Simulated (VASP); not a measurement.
# Mo (Pm-3m) in VASP: further runs, part 2 of 2

VASP 6.6.1.

## Step 4: Single point, PBE+D3(BJ)

This run uses another cell than the first one, of 16.36 Å³/atom.

INCAR

```
PREC = Accurate
ENCUT = 520
EDIFF = 1E-6
ISMEAR = 0
SIGMA = 0.1
LREAL = F
LASPH = T
NELM = 100
ALGO = Normal
ISIF = 2
LWAVE = F
LCHARG = F
GGA = PE
IVDW = 12
NBANDS = 13
```

KPOINTS

```
regular mesh
0
Gamma
  10 10 10
```

POSCAR

```
Mo
1.0
    2.5384136671      0.0000000000      0.0000000000
    0.0000000000      2.5384136671      0.0000000000
    0.0000000000      0.0000000000      2.5384136671
Mo
1
Direct
    0.0000000000      0.0000000000      0.0000000000
```

Potentials or basis: VASP PAW PBE potentials, release 64 (Mo_sv).

On the command line:

```console
> cat potpaw_PBE.64/Mo_sv/POTCAR > POTCAR
> mpirun -np 1 vasp_std > vasp.out
```

OUTCAR:

```text
PREC = Accurate
   ENCUT = 520
   EDIFF = 1E-6
   ISMEAR = 0
   LREAL = F
   LASPH = T
   NELM = 100
   ISIF = 2
   GGA = PE
   IVDW = 12
 IVDW          = 12

 ion  position               nearest neighbor table
   1  0.000  0.000  0.000-

  LATTYP: Found a simple cubic cell.
 ALAT       =     2.5384136671

  Lattice vectors:

 A1 = (   2.5384136671,   0.0000000000,   0.0000000000)
 A2 = (   0.0000000000,   2.5384136671,   0.0000000000)
 A3 = (   0.0000000000,   0.0000000000,   2.5384136671)

Analysis of symmetry for initial positions (statically):
=====================================================================
 Subroutine PRICEL returns:
 Original cell was already a primitive cell.

 Routine SETGRP: Setting up the symmetry group for a
 simple cubic supercell.

 Subroutine GETGRP returns: Found 48 space group operations
 (whereof 48 operations were pure point group operations)
 out of a pool of 48 trial point group operations.

The static configuration has the point symmetry O_h .

Analysis of symmetry for dynamics (positions and initial velocities):
=====================================================================
 Subroutine PRICEL returns:
 Original cell was already a primitive cell.

 Routine SETGRP: Setting up the symmetry group for a
 simple cubic supercell.

 Subroutine GETGRP returns: Found 48 space group operations
 (whereof 48 operations were pure point group operations)
 out of a pool of 48 trial point group operations.

The dynamic configuration has the point symmetry O_h .

 Subroutine INISYM returns: Found 48 space group operations
 (whereof 48 operations are pure point group operations),
 and found     1 'primitive' translations

----------------------------------------------------------------------------------------

                                     Primitive cell

  volume of cell :      16.3564

[... 112 lines left out ...]
   LHFCALC =     F    Hartree Fock is set to
   AEXX    =    0.0000 exact exchange contribution
   IVDW    =    12    specifies the selected vdW correction
   LEPSILON=     F    determine dielectric tensor
   LRPA    =     F    only Hartree local field effects (RPA)
 non-spin polarized calculation
 Gauss-broadening in eV      SIGMA  =   0.10
  energy-cutoff  :      520.00
  volume of cell :       16.36
 maximum number of plane-waves:       466
 NGX is ok and might be reduce to    20
   NGX =  9   NGY =  9   NGZ =  9

 number of electron      14.0000003 magnetization

 Free energy of the ion-electron system (eV)
  ---------------------------------------------------
  ext. energy  EPLUGINS =         0.00000000
  ---------------------------------------------------
  free energy    TOTEN  =        -9.71432319 eV

  energy without entropy =       -9.70351504  energy(sigma->0) =       -9.70891911

 E-fermi :  11.8084     XC(G=0): -12.9831

 val. band max:       11.7928523410   @ k =   0.5000   0.3000   0.1000
 cond. band min:      11.8172078179   @ k =   0.3000   0.2000   0.2000
 fundamental gap:      0.0243554769
 Fermi energy:        11.8083547797

 k-point     1 :       0.0000    0.0000    0.0000
  band No.  band energies     occupation
      1     -49.3517      2.00000
      2     -22.4487      2.00000
      3     -22.4487      2.00000
      4     -22.4487      2.00000
      5       5.0528      2.00000
      6       7.2282      2.00000
      7       7.2282      2.00000
      8      16.0158      0.00000
      9      16.0158      0.00000
     10      16.0159      0.00000
     11      27.8692      0.00000
     12      27.8692      0.00000
     13      27.8692      0.00000
[... 354 lines left out ...]
  band No.  band energies     occupation
      1     -49.1376      2.00000
      2     -23.6278      2.00000
      3     -22.5093      2.00000
      4     -22.4937      2.00000
      5       7.5746      2.00000
      6       8.4497      2.00000
      7      10.2546      2.00000
      8      12.8783      0.00000
      9      13.6769      0.00000
     10      15.3959      0.00000
     11      23.0002      0.00000
     12      28.6888      0.00000
     13      29.7242      0.00000

 [... further k-points ...]

------------------------ aborting loop because EDIFF is reached ----------------------------------------

 Edisp (eV)   -0.68274

 E8    (eV) :    -0.3218

  FORCE on cell =-STRESS in cart. coord.  units (eV):
  Direction    XX          YY          ZZ          XY          YZ          ZX
  --------------------------------------------------------------------------------------
  -------------------------------------------------------------------------------------
  Total       1.08741     1.08741     1.08741     0.00000     0.00000    -0.00000
  in kB     106.51654   106.51654   106.51654     0.00000     0.00000    -0.00000
  external pressure =      106.52 kB  Pullay stress =        0.00 kB

 VOLUME and BASIS-vectors are now :
 -----------------------------------------------------------------------------
  energy-cutoff  :      520.00
  volume of cell :       16.36
      direct lattice vectors                 reciprocal lattice vectors
     2.538413667  0.000000000  0.000000000     0.393946823  0.000000000  0.000000000
     0.000000000  2.538413667  0.000000000     0.000000000  0.393946823  0.000000000
     0.000000000  0.000000000  2.538413667     0.000000000  0.000000000  0.393946823

 POSITION                                       TOTAL-FORCE (eV/Angst)
 -----------------------------------------------------------------------------------
      0.00000      0.00000      0.00000         0.000000      0.000000      0.000000
 -----------------------------------------------------------------------------------
    total drift:                               -0.000000      0.000000      0.000000

  FREE ENERGIE OF THE ION-ELECTRON SYSTEM (eV)
  ---------------------------------------------------
  free  energy   TOTEN  =       -10.3970653491 eV

  energy  without entropy=      -10.3862572022  energy(sigma->0) =      -10.39166128
```

stdout:

```text
POSCAR found type information on POSCAR Mo
 POSCAR found :  1 types and       1 ions
 scaLAPACK will be used
 LDA part: xc-table for (Slater+PW92), standard interpolation
 POSCAR, INCAR and KPOINTS ok, starting setup
 FFT: planning ... GRIDC
 FFT: planning ... GRID_SOFT
 FFT: planning ... GRID
 WAVECAR not read
 entering main loop
```

It took 6.6 s on 1 thread of Intel Xeon Platinum 8259CL at 2.50GHz (Skylake/Cascade Lake), shared host; peak memory 0.13 GiB.

Results:

```
Free energy                : -10.3971 eV
Pressure                   : 10.7 GPa
Band gap on the k mesh     : zero (bands 7 and 8 overlap by 2.56 eV)
Dispersion energy per atom : -0.683 eV
```

Levels at points of the mesh, in eV from the Fermi level:
```csv
k point,band 4,band 5,band 6,band 7,band 8,band 9,band 10,band 11
"(0.00, 0.00, 0.00)",-34.26,-6.76,-4.58,-4.58,4.21,4.21,4.21,16.06
"(0.50, 0.00, 0.00)",-34.09,-3.64,-3.60,0.10,0.62,0.62,4.58,9.98
"(0.50, 0.50, 0.00)",-33.92,-5.91,-2.40,1.36,1.36,6.15,6.15,6.69
"(0.50, 0.50, 0.50)",-35.56,-4.17,-4.17,-4.17,6.94,6.94,7.50,13.80
```

Caveat: the cell stands under pressure.

## Step 5: Single point, PBE+D3(BJ)

This run uses another cell than the first one, of 17.12 Å³/atom.

INCAR

```
  PREC = Accurate
  ENCUT = 520
  EDIFF = 1E-6
  ISMEAR = 0
  SIGMA = 0.1
  LREAL = F
  LASPH = T
  NELM = 80
  ALGO = Normal
  ISIF = 2
  LWAVE = F
  LCHARG = T
  GGA = PE
  IVDW = 12
  LELF = T
  LVHAR = T
  NBANDS = 13
```

KPOINTS

```
Automatic mesh
0
Gamma
  10 10 10
```

POSCAR

```
Mo
1.0
    2.5771294343      0.0000000000      0.0000000000
    0.0000000000      2.5771294343      0.0000000000
    0.0000000000      0.0000000000      2.5771294343
Mo
1
Direct
    0.0000000000      0.0000000000      0.0000000000
```

On the command line:

```console
> cat potpaw_PBE.64/Mo_sv/POTCAR > POTCAR
> mpirun -np 1 vasp_std > vasp.out
```

Run time: 7.3 s. Hardware: 1 thread of Intel Xeon Platinum 8259CL at 2.50GHz (Skylake/Cascade Lake), shared host; peak memory 0.14 GiB.

The run converged. Its results:

```yaml
Free_energy: -10.4231 eV
Pressure: 0.5 GPa
Band_gap_on_the_k_mesh: zero (bands 7 and 8 overlap by 2.51 eV)
Dispersion_energy_per_atom: -0.652 eV
```

Levels at points of the mesh, in eV from the Fermi level:
```csv
k point,band 4,band 5,band 6,band 7,band 8,band 9,band 10,band 11
"(0.00, 0.00, 0.00)",-34.35,-6.62,-4.33,-4.33,3.94,3.94,3.94,15.66
"(0.50, 0.00, 0.00)",-34.20,-3.56,-3.41,0.05,0.61,0.61,4.29,9.41
"(0.50, 0.50, 0.00)",-34.06,-5.55,-2.33,1.29,1.29,5.87,5.87,6.27
"(0.50, 0.50, 0.50)",-35.50,-3.91,-3.91,-3.91,6.50,6.50,7.60,13.11
```

## Step 6: Relaxation of cell and atoms, PBE+D3(BJ)

This run uses another cell than the first one, of 17.17 Å³/atom.

INCAR

```
SYSTEM = Mo
ALGO = Normal
EDIFF = 1E-7
EDIFFG = -0.01
ENCUT = 600
GGA = PE
IBRION = 2
ISIF = 3
ISMEAR = 0
IVDW = 12
LASPH = .TRUE.
LCHARG = .FALSE.
LREAL = .FALSE.
LWAVE = .FALSE.
NELM = 100
NSW = 80
PREC = Accurate
SIGMA = 0.1
```

KPOINTS

```
k-points
0
G
  10 10 10
  0 0 0
```

POSCAR

```
Mo
1.0
    2.5800000000      0.0000000000      0.0000000000
    0.0000000000      2.5800000000      0.0000000000
    0.0000000000      0.0000000000      2.5800000000
Mo
1
Direct
    0.0000000000      0.0000000000      0.0000000000
```

Potentials or basis: VASP PAW PBE potentials, release 64 (Mo_sv).

On the command line:

```console
> cat potpaw_PBE.64/Mo_sv/POTCAR > POTCAR
> mpirun -np 1 vasp_std > vasp.out
```

It took 14 s on 1 thread of Intel Xeon Platinum 8259CL at 2.50GHz (Skylake/Cascade Lake), shared host; peak memory 0.16 GiB.

Results (log left out):

| Quantity | Value |
| --- | --- |
| Free energy | -10.4231 eV |
| Relaxed volume | 17.15 Å³/atom |
| Relaxed cell | a = 2.579 Å, b = 2.579 Å, c = 2.579 Å, α = 90.00°, β = 90.00°, γ = 90.00° |
| Space group after relaxing (to 0.1 Å) | Pm-3m (No. 221) |
| Energy gained by relaxing | 0.0 meV/atom |
| Ionic steps | 3 |
| Pressure after relaxing | 0.0 GPa |
| Band gap on the k mesh | zero (bands 7 and 8 overlap by 2.51 eV) |
| Dispersion energy per atom | -0.651 eV |

Final structure:
```
Mo
1.0
     2.57901    0.00000    0.00000
     0.00000    2.57901    0.00000
     0.00000    0.00000    2.57901
Mo
1
Direct
  0.00000 0.00000 0.00000
```

Levels at points of the mesh, in eV from the Fermi level:
| k point | band 3 | band 4 | band 5 | band 6 | band 7 | band 8 | band 9 | band 10 | band 11 |
| --- | --- | --- | --- | --- | --- | --- | --- | --- | --- |
| (0.00, 0.00, 0.00) | -34.35 | -34.35 | -6.61 | -4.32 | -4.32 | 3.93 | 3.93 | 3.93 | 15.64 |
| (0.50, 0.00, 0.00) | -34.21 | -34.21 | -3.56 | -3.40 | 0.05 | 0.60 | 0.60 | 4.27 | 9.38 |
| (0.50, 0.50, 0.00) | -35.71 | -34.07 | -5.53 | -2.33 | 1.29 | 1.29 | 5.86 | 5.86 | 6.25 |
| (0.50, 0.50, 0.50) | -35.50 | -35.50 | -3.90 | -3.90 | -3.90 | 6.48 | 6.48 | 7.60 | 13.08 |

## Step 7: The runs side by side

| task | cell | cutoff (eV) | gap on the mesh (eV) | pressure (GPa) |
| --- | --- | --- | --- | --- |
| single point | a = 2.506 Å, 1 atom | 520 | none | 20.8 |
| single point | a = 2.557 Å, 1 atom | 520 | none | 5.6 |
| single point | a = 2.538 Å, 1 atom | 520 | none | 10.7 |
| single point | a = 2.577 Å, 1 atom | 520 | none | 0.5 |
| relaxation of cell and atoms | relaxed from a = 2.580 Å, 1 atom | 600 | none | 0.0 |

Alike in all rows: level PBE+D3(BJ); potentials or basis VASP PAW PBE potentials, release 64 (Mo_sv); no spin polarisation; k mesh 10 × 10 × 10; smearing gaussian 0.1 eV.

Caveats: the cell stands under pressure (at least some runs).

Absolute energies hang on the potentials; compare differences alone.
